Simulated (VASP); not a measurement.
# GaSb (drp) (F-43m) in VASP: notebook

GaSb (drp) is run at these levels: RPBE; tasks: single point, relaxation of cell and atoms.

Program: VASP 6.6.1. These are calculated values, not measurements. Logs are shortened: lines on timing, memory, paths and dates and some standing lists are left out, and cuts for length are marked.

## (1) The cell of the first run

It takes space group F-43m (No. 216, cubic). Conventional cell: a = 6.137 Å, b = 6.137 Å, c = 6.137 Å, α = 90.00°, β = 90.00°, γ = 90.00°. Within 3.5 Å of Ga (site symmetry -43m) lie 4 Sb at 2.66 Å. Sb (site symmetry -43m) has 4 Ga at 2.66 Å within 3.5 Å.

## (2) Single point, RPBE

Contents of INCAR:

```
SYSTEM = GaSb
PREC = Accurate ; ENCUT = 500
EDIFF = 1E-6 ; ISMEAR = 0
SIGMA = 0.1 ; LREAL = .False.
LASPH = .True. ; NELM = 120
ALGO = Normal ; ISIF = 2
LWAVE = .False. ; LCHARG = .True.
GGA = RP ; LELF = .True.
LVHAR = .True. ; NBANDS = 16
GGA_COMPAT = .False.
```

Contents of KPOINTS:

```
regular mesh
0
Gamma
  6 6 6
  0 0 0
```

Contents of POSCAR:

```
GaSb
1.0
    0.0000000000      3.0686043200      3.0686043200
    3.0686043200      0.0000000000      3.0686043200
    3.0686043200      3.0686043200      0.0000000000
Ga Sb
1 1
Direct
    0.0000000000      0.0000000000      0.0000000000
    0.2500000000      0.2500000000      0.2500000000
```

Potentials or basis: VASP PAW PBE potentials, release 64 (Ga_d, Sb).

Started as:

```console
cat potpaw_PBE.64/Ga_d/POTCAR potpaw_PBE.64/Sb/POTCAR > POTCAR
mpirun -np 1 vasp_std > vasp.out
```

OUTCAR:

```text
SYSTEM = GaSb
   PREC = Accurate
   ENCUT = 500
   EDIFF = 1E-6
   ISMEAR = 0
   LREAL = .False.
   LASPH = .True.
   NELM = 120
   ISIF = 2
   GGA = RP

 ion  position               nearest neighbor table
   1  0.000  0.000  0.000-   2 2.66   2 2.66   2 2.66   2 2.66
   2  0.250  0.250  0.250-   1 2.66   1 2.66   1 2.66   1 2.66

  LATTYP: Found a face centered cubic cell.
 ALAT       =     6.1372086400

  Lattice vectors:

 A1 = (   0.0000000000,   3.0686043200,   3.0686043200)
 A2 = (   3.0686043200,   0.0000000000,   3.0686043200)
 A3 = (   3.0686043200,   3.0686043200,   0.0000000000)

Analysis of symmetry for initial positions (statically):
=====================================================================
 Subroutine PRICEL returns:
 Original cell was already a primitive cell.

 Routine SETGRP: Setting up the symmetry group for a
 face centered cubic supercell.

 Subroutine GETGRP returns: Found 24 space group operations
 (whereof 24 operations were pure point group operations)
 out of a pool of 48 trial point group operations.

The static configuration has the point symmetry T_d .

Analysis of symmetry for dynamics (positions and initial velocities):
=====================================================================
 Subroutine PRICEL returns:
 Original cell was already a primitive cell.

 Routine SETGRP: Setting up the symmetry group for a
 face centered cubic supercell.

 Subroutine GETGRP returns: Found 24 space group operations
 (whereof 24 operations were pure point group operations)
 out of a pool of 48 trial point group operations.

The dynamic configuration has the point symmetry T_d .

 Subroutine INISYM returns: Found 24 space group operations
 (whereof 24 operations are pure point group operations),
 and found     1 'primitive' translations

----------------------------------------------------------------------------------------

                                     Primitive cell

  volume of cell :      57.7900

  direct lattice vectors                    reciprocal lattice vectors
     0.000000000  3.068604320  3.068604320    -0.162940525  0.162940525  0.162940525
     3.068604320  0.000000000  3.068604320     0.162940525 -0.162940525  0.162940525
     3.068604320  3.068604320  0.000000000     0.162940525  0.162940525 -0.162940525

  length of vectors
     4.339661847  4.339661847  4.339661847     0.282221269  0.282221269  0.282221269

  position of ions in fractional coordinates (direct lattice)
     0.000000000  0.000000000  0.000000000
     0.250000000  0.250000000  0.250000000

  ion indices of the primitive-cell ions
   primitive index   ion index
                 1           1
                 2           2

----------------------------------------------------------------------------------------

 KPOINTS: regular mesh

Automatic generation of k-mesh.
 Grid dimensions read from file:
 generate k-points for:    6    6    6

 Generating k-lattice:

  Cartesian coordinates                     Fractional coordinates (reciprocal lattice)
    -0.027156754  0.027156754  0.027156754     0.166666667  0.000000000  0.000000000
     0.027156754 -0.027156754  0.027156754     0.000000000  0.166666667  0.000000000
     0.027156754  0.027156754 -0.027156754     0.000000000  0.000000000  0.166666667

  Length of vectors
     0.047036878  0.047036878  0.047036878

  Shift w.r.t. Gamma in fractional coordinates (k-lattice)
     0.000000000  0.000000000  0.000000000

 Subroutine IBZKPT returns following result:
 ===========================================

 Found     16 irreducible k-points:

 Following reciprocal coordinates:
            Coordinates               Weight
  0.000000  0.000000  0.000000      1.000000
  0.166667  0.000000  0.000000      8.000000
  0.333333  0.000000  0.000000      8.000000
  0.500000  0.000000  0.000000      4.000000
  0.166667  0.166667  0.000000      6.000000
  0.333333  0.166667  0.000000     24.000000
[... 8 lines left out ...]
 -0.333333  0.333333  0.166667     24.000000
 -0.333333  0.500000  0.166667     12.000000
   k-points           NKPTS =     16   k-points in BZ     NKDIM =     16   number of bands    NBANDS=     16
   number of dos      NEDOS =    301   number of ions     NIONS =      2
   total plane-waves  NPLWV =  32768
   dimension x,y,z NGX =    32 NGY =   32 NGZ =   32
   dimension x,y,z NGXF=    64 NGYF=   64 NGZF=   64
   ions per type =               1   1
   NGX,Y,Z   is equivalent  to a cutoff of  12.26, 12.26, 12.26 a.u.
   NGXF,Y,Z  is equivalent  to a cutoff of  24.52, 24.52, 24.52 a.u.
 SYSTEM =  GaSb
   PREC   = accura    normal or accurate (medium, high low for compatibility)
   ISTART =      0    job   : 0-new  1-cont  2-samecut
   ICHARG =      2    charge: 1-file 2-atom 10-const
   ISPIN  =      1    spin polarized calculation?
   LNONCOLLINEAR =      F non collinear calculations
   LSORBIT =      F    spin-orbit coupling
   LASPH  =      T    aspherical Exc in radial PAW
   ENCUT  =  500.0 eV  36.75 Ry    6.06 a.u.   7.91  7.91  7.91*2*pi/ulx,y,z
   NELM   =    120;   NELMIN=  2; NELMDL= -5     # of ELM steps
   EDIFF  = 0.1E-05   stopping-criterion for ELM
   LREAL  =      F    real-space projection
   EDIFFG = 0.1E-04   stopping-criterion for IOM
   NSW    =      0    number of steps for IOM
   IBRION =     -1    ionic relax: 0-MD 1-quasi-New 2-CG
   NFREE  =      0    steps in history (QN), initial steepest desc. (CG)
   ISIF   =      2    stress and relaxation
   ISYM   =      2    0-nonsym 1-usesym 2-fastsym
   POTIM  = 0.5000    time-step for ionic-motion
   TEBEG  =    0.0;   TEEND  =   0.0 temperature during run
   PSTRESS=    0.0 pullay stress
   NELECT =      18.0000    total number of electrons
   NUPDOWN=      -1.0000    fix difference up-down
   EMIN   =  10.00;   EMAX   =-10.00  energy-range for DOS
   EFERMI =   0.00;   METHOD = LEGACY
   ISMEAR =     0;   SIGMA  =   0.10  broadening in eV -4-tet -1-fermi 0-gaus
   EFERMI_NEDOS =   21; number of points for ismear=-14 and -15
   IALGO  =     38    algorithm
   IMIX   =      4    mixing-type and parameters
     AMIX     =   0.40;   BMIX     =  1.00
     AMIX_MAG =   1.60;   BMIX_MAG =  1.00
  volume/ion in A,a.u.               =      28.89       194.99
  Fermi-wavevector in a.u.,A,eV,Ry     =   1.109723  2.097073 16.755387  1.231486
  Thomas-Fermi vector in A             =   2.246267
   LORBIT       =      0    0 simple, 1 ext, 2 COOP (PROOUT), +10 PAW based schemes
   GGA     = RP    functional components
   LHFCALC =     F    Hartree Fock is set to
   AEXX    =    0.0000 exact exchange contribution
   IVDW    =     0    specifies the selected vdW correction
   LEPSILON=     F    determine dielectric tensor
   LRPA    =     F    only Hartree local field effects (RPA)
 non-spin polarized calculation
 Gauss-broadening in eV      SIGMA  =   0.10
  energy-cutoff  :      500.00
  volume of cell :       57.79
 maximum number of plane-waves:      1484
   NGX = 15   NGY = 15   NGZ = 15

 number of electron      17.9999990 magnetization

 Free energy of the ion-electron system (eV)
  ---------------------------------------------------
  ext. energy  EPLUGINS =         0.00000000
  ---------------------------------------------------
  free energy    TOTEN  =        -6.64031757 eV

  energy without entropy =       -6.63955713  energy(sigma->0) =       -6.63993735

 E-fermi :   4.9579     XC(G=0):  -8.8721

 val. band max:        4.9554649223   @ k =   0.0000   0.0000   0.0000
 cond. band min:       5.3546668471   @ k =   0.5000   0.0000   0.0000
 fundamental gap:      0.3992019248
 Fermi energy:         4.9579079239

 k-point     1 :       0.0000    0.0000    0.0000
  band No.  band energies     occupation
      1     -10.1351      2.00000
      2     -10.1351      2.00000
      3     -10.1351      2.00000
      4     -10.0873      2.00000
      5     -10.0873      2.00000
      6      -6.4866      2.00000
[... 8 lines left out ...]
     15      13.4329      0.00000
     16      13.4329      0.00000

 k-point     2 :       0.1667    0.0000    0.0000
  band No.  band energies     occupation
      1     -10.1417      2.00000
      2     -10.1322      2.00000
      3     -10.1322      2.00000
      4     -10.0875      2.00000
      5     -10.0875      2.00000
      6      -6.2086      2.00000
[... 8 lines left out ...]
     15      12.5078      0.00000
     16      12.5078      0.00000

 k-point     3 :       0.3333    0.0000    0.0000
  band No.  band energies     occupation
      1     -10.1547      2.00000
      2     -10.1270      2.00000
      3     -10.1270      2.00000
      4     -10.0874      2.00000
      5     -10.0874      2.00000
      6      -5.4690      2.00000
[... 8 lines left out ...]
     15      13.0034      0.00000
     16      13.0034      0.00000

 k-point     4 :       0.5000    0.0000    0.0000
  band No.  band energies     occupation
      1     -10.1611      2.00000
      2     -10.1248      2.00000
      3     -10.1248      2.00000
      4     -10.0869      2.00000
      5     -10.0869      2.00000
      6      -4.8903      2.00000
[... 8 lines left out ...]
     15      14.7855      0.00000
     16      14.7855      0.00000

 k-point     5 :       0.1667    0.1667    0.0000
  band No.  band energies     occupation
      1     -10.1469      2.00000
      2     -10.1293      2.00000
      3     -10.1293      2.00000
      4     -10.0896      2.00000
      5     -10.0863      2.00000
      6      -6.1135      2.00000
[... 8 lines left out ...]
     15      12.6079      0.00000
     16      13.7873      0.00000

 k-point     6 :       0.3333    0.1667    0.0000
  band No.  band energies     occupation
      1     -10.1576      2.00000
      2     -10.1248      2.00000
      3     -10.1238      2.00000
      4     -10.0911      2.00000
      5     -10.0857      2.00000
      6      -5.5103      2.00000
[... 8 lines left out ...]
     15      13.7087      0.00000
     16      14.0403      0.00000

 k-point     7 :       0.5000    0.1667    0.0000
  band No.  band energies     occupation
      1     -10.1641      2.00000
      2     -10.1226      2.00000
      3     -10.1212      2.00000
      4     -10.0898      2.00000
      5     -10.0863      2.00000
      6      -4.7566      2.00000
[... 8 lines left out ...]
     15      14.7383      0.00000
     16      14.8251      0.00000

 k-point     8 :      -0.3333    0.1667    0.0000
  band No.  band energies     occupation
      1     -10.1613      2.00000
      2     -10.1234      2.00000
      3     -10.1232      2.00000
      4     -10.0883      2.00000
      5     -10.0878      2.00000
      6      -4.9780      2.00000
[... 8 lines left out ...]
     15      13.2283      0.00000
     16      14.7222      0.00000

 k-point     9 :      -0.1667    0.1667    0.0000
  band No.  band energies     occupation
      1     -10.1510      2.00000
      2     -10.1289      2.00000
      3     -10.1268      2.00000
      4     -10.0889      2.00000
      5     -10.0870      2.00000
      6      -5.7671      2.00000
[... 8 lines left out ...]
     15      13.3113      0.00000
     16      13.4635      0.00000

 k-point    10 :       0.3333    0.3333    0.0000
  band No.  band energies     occupation
      1     -10.1681      2.00000
      2     -10.1175      2.00000
      3     -10.1175      2.00000
      4     -10.0953      2.00000
      5     -10.0842      2.00000
      6      -5.0720      2.00000
[... 8 lines left out ...]
     15      14.8507      0.00000
     16      15.6211      0.00000

 k-point    11 :       0.5000    0.3333    0.0000
  band No.  band energies     occupation
      1     -10.1728      2.00000
      2     -10.1157      2.00000
      3     -10.1145      2.00000
      4     -10.0956      2.00000
      5     -10.0845      2.00000
      6      -4.3775      2.00000
[... 8 lines left out ...]
     15      15.1835      0.00000
     16      15.6925      0.00000

 k-point    12 :      -0.3333    0.3333    0.0000
  band No.  band energies     occupation
      1     -10.1689      2.00000
      2     -10.1191      2.00000
      3     -10.1171      2.00000
      4     -10.0917      2.00000
      5     -10.0870      2.00000
      6      -4.3195      2.00000
[... 8 lines left out ...]
     15      12.9966      0.00000
     16      16.9557      0.00000

 k-point    13 :       0.5000    0.5000    0.0000
  band No.  band energies     occupation
      1     -10.1779      2.00000
      2     -10.1114      2.00000
      3     -10.1114      2.00000
      4     -10.0986      2.00000
      5     -10.0832      2.00000
      6      -4.0739      2.00000
[... 8 lines left out ...]
     15      15.7508      0.00000
     16      16.1787      0.00000

 k-point    14 :       0.5000    0.3333    0.1667
  band No.  band energies     occupation
      1     -10.1658      2.00000
      2     -10.1211      2.00000
      3     -10.1184      2.00000
      4     -10.0923      2.00000
      5     -10.0858      2.00000
      6      -4.8355      2.00000
[... 8 lines left out ...]
     15      13.9774      0.00000
     16      15.9252      0.00000

 k-point    15 :      -0.3333    0.3333    0.1667
  band No.  band energies     occupation
      1     -10.1688      2.00000
      2     -10.1205      2.00000
      3     -10.1160      2.00000
      4     -10.0916      2.00000
      5     -10.0870      2.00000
      6      -4.3183      2.00000
[... 8 lines left out ...]
     15      15.3385      0.00000
     16      15.5369      0.00000

 k-point    16 :      -0.3333    0.5000    0.1667
  band No.  band energies     occupation
      1     -10.1733      2.00000
      2     -10.1170      2.00000
      3     -10.1128      2.00000
      4     -10.0947      2.00000
      5     -10.0855      2.00000
      6      -4.0425      2.00000
[... 8 lines left out ...]
     15      14.9091      0.00000
     16      16.2460      0.00000

------------------------ aborting loop because EDIFF is reached ----------------------------------------

  FORCE on cell =-STRESS in cart. coord.  units (eV):
  Direction    XX          YY          ZZ          XY          YZ          ZX
  --------------------------------------------------------------------------------------
  -------------------------------------------------------------------------------------
  Total        1.2550009      1.2550009      1.2550009      0.0000000      0.0000000     -0.0000000
  in kB       34.7938065     34.7938065     34.7938065      0.0000000      0.0000000     -0.0000000
  external PRESSURE =      34.7938065 kB  Pullay stress =       0.0000000 kB

 VOLUME and BASIS-vectors are now :
 -----------------------------------------------------------------------------
  energy-cutoff  :      500.00
  volume of cell :       57.79
      direct lattice vectors                 reciprocal lattice vectors
     0.000000000  3.068604320  3.068604320    -0.162940525  0.162940525  0.162940525
     3.068604320  0.000000000  3.068604320     0.162940525 -0.162940525  0.162940525
     3.068604320  3.068604320  0.000000000     0.162940525  0.162940525 -0.162940525

 POSITION                                       TOTAL-FORCE (eV/Angst)
 -----------------------------------------------------------------------------------
      0.00000      0.00000      0.00000        -0.000000      0.000000     -0.000000
      1.53430      1.53430      1.53430         0.000000     -0.000000      0.000000
 -----------------------------------------------------------------------------------
    total drift:                                0.000000      0.000000      0.000000

  FREE ENERGIE OF THE ION-ELECTRON SYSTEM (eV)
  ---------------------------------------------------
  free  energy   TOTEN  =        -6.6403175698 eV

  energy  without entropy=       -6.6395571270  energy(sigma->0) =       -6.63993735
```

Run time: 14 s. Hardware: 1 thread of Intel Xeon Platinum 8259CL at 2.50GHz (Skylake/Cascade Lake), shared host; peak memory 0.18 GiB.

Results:

* Free energy: -6.6403 eV
* Pressure: 3.5 GPa

Levels at points of the mesh, in eV from the Fermi level:
```csv
k point,band 7,band 8,band 9,band 10,band 11,band 12
"(0.00, 0.00, 0.00)",-0.07,-0.07,-0.07,0.00,2.72,2.72
"(0.50, 0.00, 0.00)",-6.35,-1.21,-1.21,0.40,3.70,3.70
"(0.50, 0.50, 0.00)",-6.80,-2.60,-2.60,0.92,1.30,8.59
```

Caveat: the PAW data sets were made with another functional, which shifts forces and pressure a little; spin-orbit coupling is left out, which moves the levels of the heavy elements.

(Part 1 of 2 ends here.)
